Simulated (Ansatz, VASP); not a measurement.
## Ga: VASP beside Ansatz

Contents of POSCAR:

```
Ga
1.0
    2.2764772577     -3.8558682890      0.0000000000
    2.2764772577      3.8558682890      0.0000000000
    0.0000000000      0.0000000000      4.5539611380
Ga
4
Direct
    0.3451000000      0.6549000000      0.4190000000
    0.1549000000      0.8451000000      0.9190000000
    0.6549000000      0.3451000000      0.5810000000
    0.8451000000      0.1549000000      0.0810000000
```

The input INCAR.step1:

```
ALGO = Normal ; EDIFF = 1E-4
ENCUT = 520 ; GGA = PE
ISMEAR = -1 ; LASPH = True
LCHARG = False ; LREAL = False
LWAVE = True ; NBANDS = 34
NELM = 80 ; PREC = Accurate
SIGMA = 0.05
```

INCAR.step2

```
ALGO = Normal ; EDIFF = 1E-6
ENCUT = 520 ; ISIF = 2
ISMEAR = -1 ; ISTART = 1
LASPH = True ; LCHARG = True
LELF = True ; LMIXTAU = True
LREAL = False ; LVHAR = True
LWAVE = False ; METAGGA = R2SCAN
NBANDS = 34 ; NELM = 80
PREC = Accurate ; SIGMA = 0.05
```

File KPOINTS:

```
k-points
0
Gamma
  7 7 6
```

Contents of input.yaml:

```yaml
crystal:
  lattice:
    - [2.2764772577, -3.855868289, 0.0]
    - [2.2764772577, 3.855868289, 0.0]
    - [0.0, 0.0, 4.553961138]
  atoms:
    - { symbol: Ga, position: [0.3451, 0.6549, 0.419] }
    - { symbol: Ga, position: [0.1549, 0.8451, 0.919] }
    - { symbol: Ga, position: [0.6549, 0.3451, 0.581] }
    - { symbol: Ga, position: [0.8451, 0.1549, 0.081] }
hamiltonian:
  xc: r2scan
  pseudopotentials: { kind: paw }
kpoints:
  mp_grid: { grid: [7, 7, 6] }
scf:
  occupations: { method: fermi_dirac, width: 0.05 }
output:
  forces: true
  stress: true
  eigenvalues: true
```

Alike in both runs: task single point; functional r2SCAN; k mesh 7 × 7 × 6; occupations fermi-dirac, width 0.05 eV; no spin polarisation.

```csv
,VASP,Ansatz
version,VASP 6.6.1,Ansatz 0.2.0
potentials or method,"VASP PAW PBE potentials, release 64 (Ga_d)",Ansatz PAW
plane-wave cutoff (eV),520,500
valence electrons in the cell,52,52
```

```csv
,VASP,Ansatz,Ansatz less VASP
gap on the k mesh at the Fermi level (eV),none,none,-
pressure (GPa),-2.2,-2.3,-0.11
"traceless stress, the component that is largest in VASP (GPa)",-1.00,-1.01,-0.015
rms of the force components (eV/Å),0.077,0.081,+0.0036
```

VASP's potentials were made for PBE, not for r2SCAN. Atom by atom the forces differ by 0.008 eV/Å (rms over components). A gap of «none» marks a metal or a gap that the smearing closes.
